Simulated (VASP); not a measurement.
Write the native input for VASP 6.6.1 that does the following.

* Task: single point
* Functional: PBE
* Potentials or basis: VASP PAW PBE potentials, release 64 (Ti_sv, Tl_d, Sb)
* Cutoff: 520 eV
* k mesh: 9 × 9 × 6
* Occupations: gaussian, width 0.1 eV
* Spin: no spin polarisation
* Dipole correction: no
* Further INCAR settings: ALGO = Fast; EDIFF = 1e-06; NBANDS = 36

The structure of TiTl2Sb3 lies in POSCAR:

```
TiTl2Sb3
1.0
    5.9877887910      0.0000000000      0.0000000000
   -2.9938943955      5.1855772055      0.0000000000
    0.0000000000      0.0000000000      5.9842138771
Ti Tl Sb
1 2 3
Direct
    0.0000000000      0.0000000000      0.0000000000
    0.6666666667      0.3333333333      0.0000000000
    0.3333333333      0.6666666667      0.0000000000
    0.5000000000      0.0000000000      0.5000000000
    0.0000000000      0.5000000000      0.5000000000
    0.5000000000      0.5000000000      0.5000000000
```

The cell was built from a structure type or drawn by symmetry, and may not be a known phase.

The input as run:

INCAR

```
PREC = Accurate ; ENCUT = 520
EDIFF = 1E-6 ; ISMEAR = 0
SIGMA = 0.1 ; LREAL = F
LASPH = T ; NELM = 100
ALGO = Fast ; ISIF = 2
LWAVE = F ; LCHARG = T
GGA = PE ; LELF = T
LVHAR = T ; NBANDS = 36
```

KPOINTS

```
regular mesh
0
Gamma
  9 9 6
```

Potentials or basis: VASP PAW PBE potentials, release 64 (Ti_sv, Tl_d, Sb).

Launch:

```bash
$ cat potpaw_PBE.64/Ti_sv/POTCAR potpaw_PBE.64/Tl_d/POTCAR potpaw_PBE.64/Sb/POTCAR > POTCAR
$ mpirun -np 1 vasp_std > vasp.out
```

Results of the run:

- Pressure: 0.0 GPa
- Band gap on the k mesh: zero (an odd number of electrons rules out a gap without spin polarisation)

Caveat: spin-orbit coupling is left out, which moves the levels of the heavy elements.

Wall time 12 min on 1 thread of Intel(R) Xeon(R) Platinum 8488C (Sapphire Rapids), on a shared host, peak memory 0.54 GiB.
